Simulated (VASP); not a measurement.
# Mg2Si (Fm-3m) in VASP: single point with PBE

Aim: the single point of Mg2Si with PBE.

Program: VASP 6.6.1. These are calculated values, not measurements. Logs are shortened: lines on timing, memory, paths and dates and some standing lists are left out, and cuts for length are marked.

### 1 The cell of the first run

The structure is cubic, space group Fm-3m (No. 225). Conventional cell: a = 6.327 Å, b = 6.327 Å, c = 6.327 Å, α = 90.00°, β = 90.00°, γ = 90.00°. Within 3.6 Å of Mg (site symmetry -43m) lie 4 Si at 2.74 Å and 6 Mg at 3.16 Å. Within 3.6 Å of Si (site symmetry m-3m) lie 8 Mg at 2.74 Å.

### 2 Single point, PBE

Input file INCAR:

```
SYSTEM = Mg2Si
PREC = Accurate
ENCUT = 600
EDIFF = 1E-6
ISMEAR = -1
SIGMA = 0.0161
LREAL = .False.
LASPH = .True.
NELM = 120
ALGO = Normal
ISIF = 2
LWAVE = .False.
LCHARG = .False.
GGA = PE
NBANDS = 11
GGA_COMPAT = .False.
```

Input file KPOINTS:

```
Automatic mesh
0
Gamma
  7 7 7
  0 0 0
```

Input file POSCAR:

```
Mg2Si
1.0
    0.0000000000      3.1635950000      3.1635950000
    3.1635950000      0.0000000000      3.1635950000
    3.1635950000      3.1635950000      0.0000000000
Mg Si
2 1
Direct
    0.2500000000      0.2500000000      0.2500000000
    0.7500000000      0.7500000000      0.7500000000
    0.0000000000      0.0000000000      0.0000000000
```

Potentials or basis: VASP PAW PBE potentials, release 64 (Mg, Si).

Command:

```sh
$ cat potpaw_PBE.64/Mg/POTCAR potpaw_PBE.64/Si/POTCAR > POTCAR
$ mpirun -np 1 vasp_std > vasp.out
```

OUTCAR:

```text
SYSTEM = Mg2Si
   PREC = Accurate
   ENCUT = 600
   EDIFF = 1E-6
   ISMEAR = -1
   LREAL = .False.
   LASPH = .True.
   NELM = 120
   ISIF = 2
   GGA = PE

 ion  position               nearest neighbor table
   1  0.250  0.250  0.250-   3 2.74   3 2.74   3 2.74   3 2.74   2 3.16   2 3.16   2 3.16   2 3.16
                             2 3.16   2 3.16
   2  0.750  0.750  0.750-   3 2.74   3 2.74   3 2.74   3 2.74   1 3.16   1 3.16   1 3.16   1 3.16
                             1 3.16   1 3.16
   3  0.000  0.000  0.000-   2 2.74   2 2.74   2 2.74   1 2.74   2 2.74   1 2.74   1 2.74   1 2.74

  LATTYP: Found a face centered cubic cell.
 ALAT       =     6.3271900000

  Lattice vectors:

 A1 = (   0.0000000000,   3.1635950000,   3.1635950000)
 A2 = (   3.1635950000,   0.0000000000,   3.1635950000)
 A3 = (   3.1635950000,   3.1635950000,   0.0000000000)

Analysis of symmetry for initial positions (statically):
=====================================================================
 Subroutine PRICEL returns:
 Original cell was already a primitive cell.

 Routine SETGRP: Setting up the symmetry group for a
 face centered cubic supercell.

 Subroutine GETGRP returns: Found 48 space group operations
 (whereof 48 operations were pure point group operations)
 out of a pool of 48 trial point group operations.

The static configuration has the point symmetry O_h .

Analysis of symmetry for dynamics (positions and initial velocities):
=====================================================================
 Subroutine PRICEL returns:
 Original cell was already a primitive cell.

 Routine SETGRP: Setting up the symmetry group for a
 face centered cubic supercell.

 Subroutine GETGRP returns: Found 48 space group operations
 (whereof 48 operations were pure point group operations)
 out of a pool of 48 trial point group operations.

The dynamic configuration has the point symmetry O_h .

 Subroutine INISYM returns: Found 48 space group operations
 (whereof 48 operations are pure point group operations),
 and found     1 'primitive' translations

----------------------------------------------------------------------------------------

                                     Primitive cell

  volume of cell :      63.3246

  direct lattice vectors                    reciprocal lattice vectors
     0.000000000  3.163595000  3.163595000    -0.158048043  0.158048043  0.158048043
     3.163595000  0.000000000  3.163595000     0.158048043 -0.158048043  0.158048043
     3.163595000  3.163595000  0.000000000     0.158048043  0.158048043 -0.158048043

  length of vectors
     4.473998955  4.473998955  4.473998955     0.273747241  0.273747241  0.273747241

  position of ions in fractional coordinates (direct lattice)
     0.250000000  0.250000000  0.250000000
     0.750000000  0.750000000  0.750000000
     0.000000000  0.000000000  0.000000000

  ion indices of the primitive-cell ions
   primitive index   ion index
                 1           1
                 2           2
                 3           3

----------------------------------------------------------------------------------------

 KPOINTS: Automatic mesh

Automatic generation of k-mesh.
 Grid dimensions read from file:
 generate k-points for:    7    7    7

 Generating k-lattice:

  Cartesian coordinates                     Fractional coordinates (reciprocal lattice)
    -0.022578292  0.022578292  0.022578292     0.142857143  0.000000000  0.000000000
     0.022578292 -0.022578292  0.022578292     0.000000000  0.142857143  0.000000000
     0.022578292  0.022578292 -0.022578292     0.000000000  0.000000000  0.142857143

  Length of vectors
     0.039106749  0.039106749  0.039106749

  Shift w.r.t. Gamma in fractional coordinates (k-lattice)
     0.000000000  0.000000000  0.000000000

 Subroutine IBZKPT returns following result:
 ===========================================

 Found     20 irreducible k-points:

 Following reciprocal coordinates:
            Coordinates               Weight
  0.000000  0.000000  0.000000      1.000000
  0.142857  0.000000  0.000000      8.000000
  0.285714  0.000000  0.000000      8.000000
  0.428571  0.000000  0.000000      8.000000
  0.142857  0.142857  0.000000      6.000000
  0.285714  0.142857  0.000000     24.000000
[... 12 lines left out ...]
 -0.428571  0.428571  0.142857     24.000000
 -0.285714  0.428571  0.142857     24.000000
   k-points           NKPTS =     20   k-points in BZ     NKDIM =     20   number of bands    NBANDS=     11
   number of dos      NEDOS =    301   number of ions     NIONS =      3
   total plane-waves  NPLWV =  46656
   dimension x,y,z NGX =    36 NGY =   36 NGZ =   36
   dimension x,y,z NGXF=    72 NGYF=   72 NGZF=   72
   ions per type =               2   1
   NGX,Y,Z   is equivalent  to a cutoff of  13.38, 13.38, 13.38 a.u.
   NGXF,Y,Z  is equivalent  to a cutoff of  26.75, 26.75, 26.75 a.u.
 SYSTEM =  Mg2Si
   PREC   = accura    normal or accurate (medium, high low for compatibility)
   ISTART =      0    job   : 0-new  1-cont  2-samecut
   ICHARG =      2    charge: 1-file 2-atom 10-const
   ISPIN  =      1    spin polarized calculation?
   LNONCOLLINEAR =      F non collinear calculations
   LSORBIT =      F    spin-orbit coupling
   LASPH  =      T    aspherical Exc in radial PAW
   ENCUT  =  600.0 eV  44.10 Ry    6.64 a.u.   8.94  8.94  8.94*2*pi/ulx,y,z
   NELM   =    120;   NELMIN=  2; NELMDL= -5     # of ELM steps
   EDIFF  = 0.1E-05   stopping-criterion for ELM
   LREAL  =      F    real-space projection
   EDIFFG = 0.1E-04   stopping-criterion for IOM
   NSW    =      0    number of steps for IOM
   IBRION =     -1    ionic relax: 0-MD 1-quasi-New 2-CG
   NFREE  =      0    steps in history (QN), initial steepest desc. (CG)
   ISIF   =      2    stress and relaxation
   ISYM   =      2    0-nonsym 1-usesym 2-fastsym
   POTIM  = 0.5000    time-step for ionic-motion
   TEBEG  =    0.0;   TEEND  =   0.0 temperature during run
   PSTRESS=    0.0 pullay stress
   NELECT =       8.0000    total number of electrons
   NUPDOWN=      -1.0000    fix difference up-down
   EMIN   =  10.00;   EMAX   =-10.00  energy-range for DOS
   EFERMI =   0.00;   METHOD = LEGACY
   ISMEAR =    -1;   SIGMA  =   0.02  broadening in eV -4-tet -1-fermi 0-gaus
   EFERMI_NEDOS =   21; number of points for ismear=-14 and -15
   IALGO  =     38    algorithm
   IMIX   =      4    mixing-type and parameters
     AMIX     =   0.40;   BMIX     =  1.00
     AMIX_MAG =   1.60;   BMIX_MAG =  1.00
  volume/ion in A,a.u.               =      21.11       142.45
  Fermi-wavevector in a.u.,A,eV,Ry     =   0.821449  1.552314  9.180919  0.674778
  Thomas-Fermi vector in A             =   1.932610
   LORBIT       =      0    0 simple, 1 ext, 2 COOP (PROOUT), +10 PAW based schemes
   GGA     = PE    functional components
   LHFCALC =     F    Hartree Fock is set to
   AEXX    =    0.0000 exact exchange contribution
   IVDW    =     0    specifies the selected vdW correction
   LEPSILON=     F    determine dielectric tensor
   LRPA    =     F    only Hartree local field effects (RPA)
 non-spin polarized calculation
  energy-cutoff  :      600.00
  volume of cell :       63.32
 maximum number of plane-waves:      2129
   NGX = 17   NGY = 17   NGZ = 17

 number of electron       8.0000000 magnetization

 Free energy of the ion-electron system (eV)
  ---------------------------------------------------
  ext. energy  EPLUGINS =         0.00000000
  ---------------------------------------------------
  free energy    TOTEN  =        -8.90645269 eV

  energy without entropy =       -8.90645231  energy(sigma->0) =       -8.90645250

 E-fermi :   3.8252     XC(G=0):  -8.8259

 val. band max:        3.6689048780   @ k =   0.0000   0.0000   0.0000
 cond. band min:       3.9927835193   @ k =   0.4286   0.4286   0.0000
 fundamental gap:      0.3238786413
 Fermi energy:         3.8252216096

 k-point     1 :       0.0000    0.0000    0.0000
  band No.  band energies     occupation
      1      -5.4913      2.00000
      2       3.6689      1.99988
      3       3.6689      1.99988
      4       3.6689      1.99988
      5       5.6119      0.00000
      6       6.2508      0.00000
      7       6.2508      0.00000
      8       6.2508      0.00000
      9       9.3231      0.00000
     10       9.3231      0.00000
     11      10.2572      0.00000

 k-point     2 :       0.1429    0.0000    0.0000
  band No.  band energies     occupation
      1      -5.3068      2.00000
      2       2.2806      2.00000
      3       3.4744      2.00000
      4       3.4744      2.00000
      5       5.7077      0.00000
      6       6.5863      0.00000
      7       6.5863      0.00000
      8       7.2323      0.00000
      9       8.6495      0.00000
     10       8.6495      0.00000
     11      10.4003      0.00000

 k-point     3 :       0.2857    0.0000    0.0000
  band No.  band energies     occupation
      1      -4.7927      2.00000
      2       0.4312      2.00000
      3       3.1659      2.00000
      4       3.1659      2.00000
      5       5.2685      0.00000
      6       6.6243      0.00000
      7       6.6243      0.00000
      8       8.8328      0.00000
      9       8.9904      0.00000
     10       8.9904      0.00000
     11       9.9664      0.00000
[... 211 lines left out ...]
 k-point    19 :      -0.4286    0.4286    0.1429
  band No.  band energies     occupation
      1      -3.6021      2.00000
      2      -0.3723      2.00000
      3       0.9169      2.00000
      4       1.3741      2.00000
      5       5.1734      0.00000
      6       5.5106      0.00000
      7       8.3814      0.00000
      8      10.2621      0.00000
      9      10.9045      0.00000
     10      11.8605      0.00000
     11      13.1036      0.00000

 k-point    20 :      -0.2857    0.4286    0.1429
  band No.  band energies     occupation
      1      -3.4924      2.00000
      2      -0.1001      2.00000
      3       0.0596      2.00000
      4       1.4330      2.00000
      5       5.5752      0.00000
      6       7.1795      0.00000
      7       7.9850      0.00000
      8       8.0922      0.00000
      9      10.9330      0.00000
     10      11.2286      0.00000
     11      13.4853      0.00000

------------------------ aborting loop because EDIFF is reached ----------------------------------------

  FORCE on cell =-STRESS in cart. coord.  units (eV):
  Direction    XX          YY          ZZ          XY          YZ          ZX
  --------------------------------------------------------------------------------------
  -------------------------------------------------------------------------------------
  Total        0.3405356      0.3405356      0.3405356      0.0000000     -0.0000000      0.0000000
  in kB        8.6158972      8.6158972      8.6158972      0.0000000     -0.0000000      0.0000000
  external PRESSURE =       8.6158972 kB  Pullay stress =       0.0000000 kB

 VOLUME and BASIS-vectors are now :
 -----------------------------------------------------------------------------
  energy-cutoff  :      600.00
  volume of cell :       63.32
      direct lattice vectors                 reciprocal lattice vectors
     0.000000000  3.163595000  3.163595000    -0.158048043  0.158048043  0.158048043
     3.163595000  0.000000000  3.163595000     0.158048043 -0.158048043  0.158048043
     3.163595000  3.163595000  0.000000000     0.158048043  0.158048043 -0.158048043

 POSITION                                       TOTAL-FORCE (eV/Angst)
 -----------------------------------------------------------------------------------
      1.58180      1.58180      1.58180         0.000000     -0.000000      0.000000
      4.74539      4.74539      4.74539         0.000000      0.000000     -0.000000
      0.00000      0.00000      0.00000        -0.000000      0.000000     -0.000000
 -----------------------------------------------------------------------------------
    total drift:                               -0.000000     -0.000000     -0.000000

  FREE ENERGIE OF THE ION-ELECTRON SYSTEM (eV)
  ---------------------------------------------------
  free  energy   TOTEN  =        -8.9064526863 eV

  energy  without entropy=       -8.9064523075  energy(sigma->0) =       -8.90645250
```

Run time: 16 s. Hardware: 1 thread of Intel Xeon Platinum 8375C at 2.90GHz (Ice Lake), shared host; peak memory 0.2 GiB.

What came out:

| Quantity | Value |
| --- | --- |
| Free energy | -8.9065 eV |
| Pressure | 0.9 GPa |
| Band gap on the k mesh | 0.32 eV (least direct gap 1.94 eV) |

Levels at points of the mesh, in eV from the valence-band top:
| k point | band 2 | band 3 | band 4 | band 5 | band 6 | band 7 |
| --- | --- | --- | --- | --- | --- | --- |
| (0.00, 0.00, 0.00) | 0.00 | 0.00 | 0.00 | 1.94 | 2.58 | 2.58 |

Caveat: semilocal functionals underestimate gaps, and a narrow one can read as zero; an odd mesh through Γ misses points on the zone boundary, where band edges can lie.
